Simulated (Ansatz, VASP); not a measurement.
**Two plane-wave programs on InSe**

```xyz
4
Lattice="2.0000 1.1547 8.4400 -2.0000 1.1547 8.4400 0.0000 -2.3094 8.4400" Properties=species:S:1:pos:R:3 pbc="T T T"
In    0.0000    0.0000    0.0000
In    0.0000    0.0000    2.8206
Se    0.0000    0.0000   15.6098
Se    0.0000    0.0000   20.9675
```

Alike in both runs: task single point; functional PBEsol; k mesh 6 × 6 × 6; occupations gaussian, width 0.1 eV; no spin polarisation.

|  | VASP | Ansatz |
| --- | --- | --- |
| version | VASP 6.6.1 | Ansatz 0.2.0 |
| potentials or method | VASP PAW PBE potentials, release 64 (In_d, Se), cutoff 520 eV | scalar-relativistic, plane waves, PAW |
| valence electrons in the cell | 38 | 58 |

|  | VASP | Ansatz | Ansatz less VASP |
| --- | --- | --- | --- |
| gap on the k mesh at the Fermi level (eV) | 0.33 | 0.34 | +0.012 |
| least direct gap on the mesh (eV) | 0.33 | 0.34 | +0.012 |
| pressure (GPa) | 0.2 | 0.2 | -0.06 |
| traceless stress, the component that is largest in VASP (GPa) | -0.70 | -0.69 | +0.013 |
| rms of the force components (eV/Å) | 0.132 | 0.122 | -0.0100 |

VASP's potentials were made for PBE, not for PBEsol. Atom by atom the forces differ by 0.012 eV/Å (rms over components). VASP's potentials hold 38 valence electrons a cell and Ansatz's 58, so a difference there can come from the potentials and not from the codes.
